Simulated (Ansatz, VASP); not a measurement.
Two plane-wave programs on La

```
La
1.0
     0.00000    2.67016    2.67016
     2.67016    0.00000    2.67016
     2.67016    2.67016    0.00000
La
1
Direct
  0.00000 0.00000 0.00000
```

Alike in both runs: task single point; functional PBEsol; k mesh 12 × 12 × 12; occupations fermi-dirac, width 0.1 eV; no spin polarisation.

```csv
,VASP,Ansatz
version,VASP 6.6.1,Ansatz 0.2.0
potentials or method,"VASP PAW PBE potentials, release 64 (La), cutoff 520 eV","plane waves (420 eV) with PAW, scalar-relativistic"
valence electrons in the cell,11,11
```

|  | VASP | Ansatz | Ansatz less VASP |
| --- | --- | --- | --- |
| pressure (GPa) | -2.7 | -2.7 | -0.04 |

VASP's potentials were made for PBE, not for PBEsol, and Ansatz warns of the same on its side.

Spin-orbit coupling is off throughout.
